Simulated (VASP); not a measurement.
A run of VASP 6.6.1 is set up as follows.

File INCAR:

```
SYSTEM = Ge2F
PREC = Accurate
ENCUT = 520
EDIFF = 1E-6
ISMEAR = 0
SIGMA = 0.1
LREAL = .FALSE.
LASPH = .TRUE.
NELM = 60
ALGO = Normal
ISIF = 2
LWAVE = .FALSE.
LCHARG = .TRUE.
GGA = PE
LELF = .TRUE.
LVHAR = .TRUE.
NBANDS = 44
```

File KPOINTS:

```
Automatic mesh
0
G
  6 6 2
  0 0 0
```

Contents of POSCAR:

```
Ge2F
1.0
    3.2780622400      0.0000000000      0.0000000000
    0.0000000000      3.2780622400      0.0000000000
    0.0000000000      0.0000000000      9.4532226700
Ge F
4 2
Direct
    0.0000000000      0.5000000000      0.1250000000
    0.0000000000      0.5000000000      0.6250000000
    0.5000000000      0.0000000000      0.3750000000
    0.5000000000      0.0000000000      0.8750000000
    0.0000000000      0.0000000000      0.0000000000
    0.5000000000      0.5000000000      0.5000000000
```

Potentials or basis: VASP PAW PBE potentials, release 64 (Ge_d, F).

Launch:

```sh
$ cat potpaw_PBE.64/Ge_d/POTCAR potpaw_PBE.64/F/POTCAR > POTCAR
$ mpirun -np 1 vasp_std > vasp.out
```

Problem. Predict the band gap on the k mesh.

Solution. Zero (bands 35 and 36 overlap by 4.46 eV).

Problem. What does it give for the largest force?

Solution. 3.292 eV/Å.

Problem. Estimate the pressure.

Solution. 20.2 GPa.

Forces in eV/Å, atoms in the order of the input:
```
Ge   0.000  0.000  3.292
Ge   0.000  0.000  3.292
Ge   0.000  0.000 -3.292
Ge   0.000  0.000 -3.292
F    0.000  0.000  0.000
F    0.000  0.000  0.000
```

Caveat: the cell stands under pressure; forces of over 1 eV/Å act on the atoms, so gaps and moduli don't describe the material at rest.
